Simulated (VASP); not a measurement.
Wanted: the native input for a VASP 6.6.1 run.

```yaml
Task: single point
Functional: PBE
Potentials_or_basis: VASP PAW PBE potentials, release 64 (Ti_sv)
Cutoff: 520 eV
k_mesh: 20 × 20 × 20
Occupations: gaussian, width 0.15 eV
Spin: collinear spin, ferromagnetic start
Starting_moments: "[1.0] μB"
Fixed_moment: 1 μB
Dipole_correction: no
Further_INCAR_settings: ALGO = Fast; EDIFF = 1e-06; NBANDS = 16
```

The structure of Ti lies in POSCAR:

```
Ti
1.0
    0.0000000000      1.9702256091      1.9702256091
    1.9702256091      0.0000000000      1.9702256091
    1.9702256091      1.9702256091      0.0000000000
Ti
1
Direct
    0.0000000000      0.0000000000      0.0000000000
```

The input as run:

INCAR

```
SYSTEM = Ti
ALGO     = Fast           ! electronic algorithm
EDIFF    = 1E-6           ! SCF threshold, eV
ENCUT    = 520            ! plane-wave cutoff, eV
GGA      = PE             ! functional
ISIF     = 2              ! what is computed and relaxed
ISMEAR   = 0              ! smearing method
ISPIN    = 2              ! spin polarisation
LASPH    = .True.         ! aspherical terms in the spheres
LCHARG   = .False.        ! write CHGCAR
LMAXMIX  = 4              ! l up to which the mixer works
LORBIT   = 11             ! projections on sites
LREAL    = .False.        ! projectors in reciprocal space
LWAVE    = .False.        ! write WAVECAR
MAGMOM   = 1              ! initial moments
NBANDS   = 16             ! bands
NELM     = 150            ! most SCF steps
NUPDOWN  = 1.0            ! fixed moment
PREC     = Accurate       ! precision mode
SIGMA    = 0.15           ! smearing width, eV
```

KPOINTS

```
k-points
0
Gamma
  20 20 20
  0 0 0
```

Potentials or basis: VASP PAW PBE potentials, release 64 (Ti_sv).

Launch:

```sh
$ cat potpaw_PBE.64/Ti_sv/POTCAR > POTCAR
$ mpirun -np 1 vasp_std > vasp.out
```

It gave:

```yaml
Pressure: 20.6 GPa
Net_moment: 1.00 μB per cell
Site_moments: Ti +0.71 μB
Valence_electrons_inside_the_program's_atomic_spheres: Ti 10.43
```

Caveat: the total moment is fixed, so each spin has its own Fermi level.

Wall time 2.2 min on 1 thread of AMD EPYC 9R45 96-Core Processor (Zen 5) (shared host), peak memory 0.19 GiB.
